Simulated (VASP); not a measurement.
# Si (P1) in VASP: notebook

Aim: see how the results for Si move with the level of theory and the settings. Levels: PBE, HSE06. Tasks: single point.

Program: VASP 6.6.1. These are calculated values, not measurements. Logs are shortened: lines on timing, memory, paths and dates and some standing lists are left out, and cuts for length are marked.

## Step 1: The cell of the first run

The typed cell holds 15 atoms: a = 10.860 Å, b = 5.430 Å, c = 5.430 Å, α = 90.00°, β = 90.00°, γ = 90.00°.

## Step 2: Single point, PBE

Input file INCAR:

```
SYSTEM = Si
PREC = Accurate
ENCUT = 500
EDIFF = 1E-6
ISMEAR = 0
SIGMA = 0.01
LREAL = .False.
LASPH = .True.
NELM = 120
ALGO = Normal
ISIF = 2
LWAVE = .False.
LCHARG = .False.
GGA = PE
NELECT = 58.0
NBANDS = 43
GGA_COMPAT = .False.
```

Input file KPOINTS:

```
regular mesh
0
Gamma
  1 1 1
  0 0 0
```

Input file POSCAR:

```
Si
1.0
   10.8600000000      0.0000000000      0.0000000000
    0.0000000000      5.4300000000      0.0000000000
    0.0000000000      0.0000000000      5.4300000000
Si
15
Direct
    0.0005740000      0.9966860000      0.9921590000
    0.0028620000      0.5036580000      0.5014090000
    0.2539240000      0.0032970000      0.4986950000
    0.1204690000      0.2497770000      0.2512250000
    0.1247400000      0.7467910000      0.7517610000
    0.3744750000      0.2449760000      0.7545420000
    0.3679700000      0.7566100000      0.2540310000
    0.5017240000      0.9954420000      0.9968840000
    0.5043080000      0.4982360000      0.5079880000
    0.7511870000      0.9969860000      0.4993270000
    0.7489650000      0.5033010000      0.0024170000
    0.6236760000      0.2419470000      0.2570220000
    0.6274030000      0.7549770000      0.7402560000
    0.8762100000      0.2501360000      0.7411620000
    0.8705500000      0.7615670000      0.2525200000
```

Potentials or basis: VASP PAW PBE potentials, release 64 (Si).

Run with:

```bash
> cat potpaw_PBE.64/Si/POTCAR > POTCAR
> mpirun -np 1 vasp_gam > vasp.out
```

OUTCAR:

```text
SYSTEM = Si
   PREC = Accurate
   ENCUT = 500
   EDIFF = 1E-6
   ISMEAR = 0
   LREAL = .False.
   LASPH = .True.
   NELM = 120
   ISIF = 2
   GGA = PE
   NELECT = 58.0

 ion  position               nearest neighbor table
   1  0.001  0.997  0.992-   5 2.32   4 2.36  14 2.36  15 2.37
   2  0.003  0.504  0.501-   5 2.31   4 2.32  14 2.34  15 2.42
   3  0.254  0.003  0.499-   7 2.26   6 2.32   4 2.39   5 2.41
   4  0.120  0.250  0.251-   2 2.32   1 2.36   3 2.39
   5  0.125  0.747  0.752-   2 2.31   1 2.32   3 2.41
   6  0.374  0.245  0.755-   3 2.32   8 2.34   9 2.38
   7  0.368  0.757  0.254-   3 2.26   8 2.40   9 2.46
   8  0.502  0.995  0.997-   6 2.34  13 2.35  12 2.35   7 2.40
   9  0.504  0.498  0.508-  13 2.31  12 2.34   6 2.38   7 2.46
  10  0.751  0.997  0.499-  15 2.26  13 2.29  12 2.33  14 2.34
  11  0.749  0.503  0.002-  15 2.36  13 2.37  12 2.40  14 2.41
  12  0.624  0.242  0.257-  10 2.33   9 2.34   8 2.35  11 2.40
  13  0.627  0.755  0.740-  10 2.29   9 2.31   8 2.35  11 2.37
  14  0.876  0.250  0.741-  10 2.34   2 2.34   1 2.36  11 2.41
  15  0.871  0.762  0.253-  10 2.26  11 2.36   1 2.37   2 2.42

  LATTYP: Found a simple tetragonal cell.
 ALAT       =     5.4300000000
 C/A-ratio  =     2.0000000000

  Lattice vectors:

 A1 = (   0.0000000000,   5.4300000000,   0.0000000000)
 A2 = (   0.0000000000,   0.0000000000,   5.4300000000)
 A3 = (  10.8600000000,   0.0000000000,   0.0000000000)

Analysis of symmetry for initial positions (statically):
=====================================================================
 Subroutine PRICEL returns:
 Original cell was already a primitive cell.

 Routine SETGRP: Setting up the symmetry group for a
 simple tetragonal supercell.

 Subroutine GETGRP returns: Found  1 space group operations
 (whereof  1 operations were pure point group operations)
 out of a pool of 16 trial point group operations.

The static configuration has the point symmetry C_1 .

Analysis of symmetry for dynamics (positions and initial velocities):
=====================================================================
 Subroutine PRICEL returns:
 Original cell was already a primitive cell.

 Routine SETGRP: Setting up the symmetry group for a
 simple tetragonal supercell.

 Subroutine GETGRP returns: Found  1 space group operations
 (whereof  1 operations were pure point group operations)
 out of a pool of 16 trial point group operations.

The dynamic configuration has the point symmetry C_1 .

 Subroutine INISYM returns: Found  1 space group operations
 (whereof  1 operations are pure point group operations),
 and found     1 'primitive' translations

----------------------------------------------------------------------------------------

                                     Primitive cell

  volume of cell :     320.2060

  direct lattice vectors                    reciprocal lattice vectors
    10.860000000  0.000000000  0.000000000     0.092081031  0.000000000  0.000000000
     0.000000000  5.430000000  0.000000000     0.000000000  0.184162063  0.000000000
     0.000000000  0.000000000  5.430000000     0.000000000  0.000000000  0.184162063

  length of vectors
    10.860000000  5.430000000  5.430000000     0.092081031  0.184162063  0.184162063

  position of ions in fractional coordinates (direct lattice)
     0.000574000  0.996686000  0.992159000
     0.002862000  0.503658000  0.501409000
     0.253924000  0.003297000  0.498695000
     0.120469000  0.249777000  0.251225000
     0.124740000  0.746791000  0.751761000
     0.374475000  0.244976000  0.754542000
     0.367970000  0.756610000  0.254031000
     0.501724000  0.995442000  0.996884000
     0.504308000  0.498236000  0.507988000
     0.751187000  0.996986000  0.499327000
     0.748965000  0.503301000  0.002417000
     0.623676000  0.241947000  0.257022000
     0.627403000  0.754977000  0.740256000
     0.876210000  0.250136000  0.741162000
     0.870550000  0.761567000  0.252520000

  ion indices of the primitive-cell ions
   primitive index   ion index
                 1           1
                 2           2
                 3           3
                 4           4
                 5           5
                 6           6
                 7           7
                 8           8
                 9           9
                10          10
                11          11
                12          12
                13          13
                14          14
                15          15

----------------------------------------------------------------------------------------

 KPOINTS: regular mesh

Automatic generation of k-mesh.
 Grid dimensions read from file:
 generate k-points for:    1    1    1

 Generating k-lattice:

  Cartesian coordinates                     Fractional coordinates (reciprocal lattice)
     0.092081031  0.000000000  0.000000000     1.000000000  0.000000000  0.000000000
     0.000000000  0.184162063  0.000000000     0.000000000  1.000000000  0.000000000
     0.000000000  0.000000000  0.184162063     0.000000000  0.000000000  1.000000000

  Length of vectors
     0.092081031  0.184162063  0.184162063

  Shift w.r.t. Gamma in fractional coordinates (k-lattice)
     0.000000000  0.000000000  0.000000000

 Subroutine IBZKPT returns following result:
 ===========================================

 Found      1 irreducible k-points:

 Following reciprocal coordinates:
            Coordinates               Weight
  0.000000  0.000000  0.000000      1.000000
   k-points           NKPTS =      1   k-points in BZ     NKDIM =      1   number of bands    NBANDS=     43
   number of dos      NEDOS =    301   number of ions     NIONS =     15
   total plane-waves  NPLWV = 128000
   dimension x,y,z NGX =    80 NGY =   40 NGZ =   40
   dimension x,y,z NGXF=   160 NGYF=   80 NGZF=   80
   ions per type =              15
   NGX,Y,Z   is equivalent  to a cutoff of  12.25, 12.25, 12.25 a.u.
   NGXF,Y,Z  is equivalent  to a cutoff of  24.49, 24.49, 24.49 a.u.
 SYSTEM =  Si
   PREC   = accura    normal or accurate (medium, high low for compatibility)
   ISTART =      0    job   : 0-new  1-cont  2-samecut
   ICHARG =      2    charge: 1-file 2-atom 10-const
   ISPIN  =      1    spin polarized calculation?
   LNONCOLLINEAR =      F non collinear calculations
   LSORBIT =      F    spin-orbit coupling
   LASPH  =      T    aspherical Exc in radial PAW
   ENCUT  =  500.0 eV  36.75 Ry    6.06 a.u.  19.80  9.90  9.90*2*pi/ulx,y,z
   NELM   =    120;   NELMIN=  2; NELMDL= -5     # of ELM steps
   EDIFF  = 0.1E-05   stopping-criterion for ELM
   LREAL  =      F    real-space projection
   EDIFFG = 0.1E-04   stopping-criterion for IOM
   NSW    =      0    number of steps for IOM
   IBRION =     -1    ionic relax: 0-MD 1-quasi-New 2-CG
   NFREE  =      0    steps in history (QN), initial steepest desc. (CG)
   ISIF   =      2    stress and relaxation
   ISYM   =      2    0-nonsym 1-usesym 2-fastsym
   POTIM  = 0.5000    time-step for ionic-motion
   TEBEG  =    0.0;   TEEND  =   0.0 temperature during run
   PSTRESS=    0.0 pullay stress
   NELECT =      58.0000    total number of electrons
   NUPDOWN=      -1.0000    fix difference up-down
   EMIN   =  10.00;   EMAX   =-10.00  energy-range for DOS
   EFERMI =   0.00;   METHOD = LEGACY
   ISMEAR =     0;   SIGMA  =   0.01  broadening in eV -4-tet -1-fermi 0-gaus
   EFERMI_NEDOS =   21; number of points for ismear=-14 and -15
   IALGO  =     38    algorithm
   IMIX   =      4    mixing-type and parameters
     AMIX     =   0.40;   BMIX     =  1.00
     AMIX_MAG =   1.60;   BMIX_MAG =  1.00
  volume/ion in A,a.u.               =      21.35       144.06
  Fermi-wavevector in a.u.,A,eV,Ry     =   0.926277  1.750410 11.673657  0.857990
  Thomas-Fermi vector in A             =   2.052222
   LORBIT       =      0    0 simple, 1 ext, 2 COOP (PROOUT), +10 PAW based schemes
   GGA     = PE    functional components
   LHFCALC =     F    Hartree Fock is set to
   AEXX    =    0.0000 exact exchange contribution
   IVDW    =     0    specifies the selected vdW correction
   LEPSILON=     F    determine dielectric tensor
   LRPA    =     F    only Hartree local field effects (RPA)
 non-spin polarized calculation
 Gauss-broadening in eV      SIGMA  =   0.01
  energy-cutoff  :      500.00
  volume of cell :      320.21
 maximum number of plane-waves:      4068
 NGX is ok and might be reduce to    80
   NGX = 39   NGY = 19   NGZ = 19

 number of electron      58.0000000 magnetization

 Free energy of the ion-electron system (eV)
  ---------------------------------------------------
  ext. energy  EPLUGINS =         0.00000000
  ---------------------------------------------------
  free energy    TOTEN  =       -84.68649632 eV

  energy without entropy =      -84.68649632  energy(sigma->0) =      -84.68649632

 E-fermi :   4.5596     XC(G=0):  -8.9904

 val. band max:        4.4680372267   @ k =   0.0000   0.0000   0.0000
 cond. band min:       5.9964465762   @ k =   0.0000   0.0000   0.0000
 fundamental gap:      1.5284093495
 Fermi energy:         4.5596256971

 k-point     1 :       0.0000    0.0000    0.0000
  band No.  band energies     occupation
      1      -6.5212      2.00000
      2      -5.4954      2.00000
      3      -5.2057      2.00000
      4      -2.7389      2.00000
      5      -2.5772      2.00000
      6      -2.5282      2.00000
[... 33 lines left out ...]
     40       7.1187      0.00000
     41       8.2943      0.00000
 [bands above 41 left out]

------------------------ aborting loop because EDIFF is reached ----------------------------------------

  FORCE on cell =-STRESS in cart. coord.  units (eV):
  Direction    XX          YY          ZZ          XY          YZ          ZX
  --------------------------------------------------------------------------------------
  -------------------------------------------------------------------------------------
  Total      -33.7542927     -4.0844797     -4.2775555     -0.4236486      2.8299580     -1.0815365
  in kB     -168.8924010    -20.4370327    -21.4031036     -2.1197609     14.1599293     -5.4115576
  external PRESSURE =     -70.2441791 kB  Pullay stress =       0.0000000 kB

 VOLUME and BASIS-vectors are now :
 -----------------------------------------------------------------------------
  energy-cutoff  :      500.00
  volume of cell :      320.21
      direct lattice vectors                 reciprocal lattice vectors
    10.860000000  0.000000000  0.000000000     0.092081031  0.000000000  0.000000000
     0.000000000  5.430000000  0.000000000     0.000000000  0.184162063  0.000000000
     0.000000000  0.000000000  5.430000000     0.000000000  0.000000000  0.184162063

 POSITION                                       TOTAL-FORCE (eV/Angst)
 -----------------------------------------------------------------------------------
      0.00623      5.41200      5.38742         0.074142      0.298096      0.340968
      0.03108      2.73486      2.72265        -0.152863      0.216606     -0.294084
      2.75761      0.01790      2.70791        -1.074068      0.222126      0.351444
      1.30829      1.35629      1.36415        -0.376679     -0.341010     -0.010023
      1.35468      4.05508      4.08206        -0.216383      0.270016     -0.205419
      4.06680      1.33022      4.09716         1.064352      0.235087     -0.206758
      3.99615      4.10839      1.37939         1.842504     -0.661453     -0.250182
      5.44872      5.40525      5.41308        -0.708794     -0.030124      0.360656
      5.47678      2.70542      2.75837        -1.188925     -0.013025     -0.436369
      8.15789      5.41363      2.71135        -0.119522      0.692882      0.167512
      8.13376      2.73292      0.01312         0.075247     -0.311578     -0.056734
      6.77312      1.31377      1.39563         0.093542      0.079063     -0.148322
      6.81360      4.09953      4.01959        -0.037607     -0.017201      0.392020
      9.51564      1.35824      4.02451        -0.071084     -0.124109      0.147375
      9.45417      4.13531      1.37118         0.796140     -0.515376     -0.152083
 -----------------------------------------------------------------------------------
    total drift:                               -0.000036      0.000035     -0.000090

  FREE ENERGIE OF THE ION-ELECTRON SYSTEM (eV)
  ---------------------------------------------------
  free  energy   TOTEN  =       -84.6864963224 eV

  energy  without entropy=      -84.6864963224  energy(sigma->0) =      -84.68649632
```

Run time: 28 s. Hardware: 1 thread of Intel Xeon 8259CL, shared host; peak memory 0.3 GiB.

Results:

```yaml
Free_energy: -84.6865 eV
Largest_force: 1.974 eV/Å
```

Forces on the atoms (eV/Å):
```
Si   0.074  0.298  0.341
Si  -0.153  0.217 -0.294
Si  -1.074  0.222  0.351
Si  -0.377 -0.341 -0.010
Si  -0.216  0.270 -0.205
Si   1.064  0.235 -0.207
Si   1.843 -0.661 -0.250
Si  -0.709 -0.030  0.361
Si  -1.189 -0.013 -0.436
Si  -0.120  0.693  0.168
Si   0.075 -0.312 -0.057
Si   0.094  0.079 -0.148
Si  -0.038 -0.017  0.392
Si  -0.071 -0.124  0.147
Si   0.796 -0.515 -0.152
```

Caveat: the k points lie up to 1.16 Å⁻¹ apart, too coarse for converged energies, forces and pressures; the cell carries a net charge on a neutralising background, which shifts energy and pressure; the cell is charged against a uniform background, so pressure and absolute levels hang on convention; forces of over 1 eV/Å act on the atoms, so gaps and moduli don't describe the material at rest.

## Step 3: Single point, PBE

Input file INCAR:

```
  ALGO = Normal
  EDIFF = 1E-6
  ENCUT = 500
  GGA = PE
  GGA_COMPAT = F
  ISIF = 2
  ISMEAR = -1
  LASPH = T
  LCHARG = F
  LREAL = F
  LWAVE = F
  NBANDS = 43
  NELECT = 58.0
  NELM = 120
  PREC = Accurate
  SIGMA = 0.01
```

Input file KPOINTS:

```
k-points
0
Gamma
  1 1 1
```

POSCAR is that of step 2.

Potentials or basis: VASP PAW PBE potentials, release 64 (Si).

Run with:

```bash
> cat potpaw_PBE.64/Si/POTCAR > POTCAR
> mpirun -np 1 vasp_gam > vasp.out
```

Run time: 27 s. Hardware: 1 thread of Intel Xeon 8259CL, shared host; peak memory 0.3 GiB.

It converged, with:

* Free energy: -84.6865 eV
* Largest force: 1.974 eV/Å

Forces in eV/Å, atoms in the order of the input:
```
Si   0.074  0.298  0.341
Si  -0.153  0.217 -0.294
Si  -1.074  0.222  0.351
Si  -0.377 -0.341 -0.010
Si  -0.216  0.270 -0.205
Si   1.064  0.235 -0.207
Si   1.843 -0.661 -0.250
Si  -0.709 -0.030  0.361
Si  -1.189 -0.013 -0.436
Si  -0.120  0.693  0.168
Si   0.075 -0.312 -0.057
Si   0.094  0.079 -0.148
Si  -0.038 -0.017  0.392
Si  -0.071 -0.124  0.147
Si   0.796 -0.515 -0.152
```

Levels at points of the mesh, in eV from the Fermi level:
```
           k point  band 25  band 26  band 27  band 28  band 29  band 30  band 31  band 32  band 33  band 34
(0.00, 0.00, 0.00)    -1.24    -1.14    -1.08    -0.38    -0.25     1.28     1.40     1.48     1.50     1.54
```

Caveat: the k points lie up to 1.16 Å⁻¹ apart, too coarse for converged energies, forces and pressures; the cell carries a net charge on a neutralising background, which shifts energy and pressure; the cell is charged against a uniform background, so pressure and absolute levels hang on convention; forces of over 1 eV/Å act on the atoms, so gaps and moduli don't describe the material at rest.

[end of part 1 of 2]
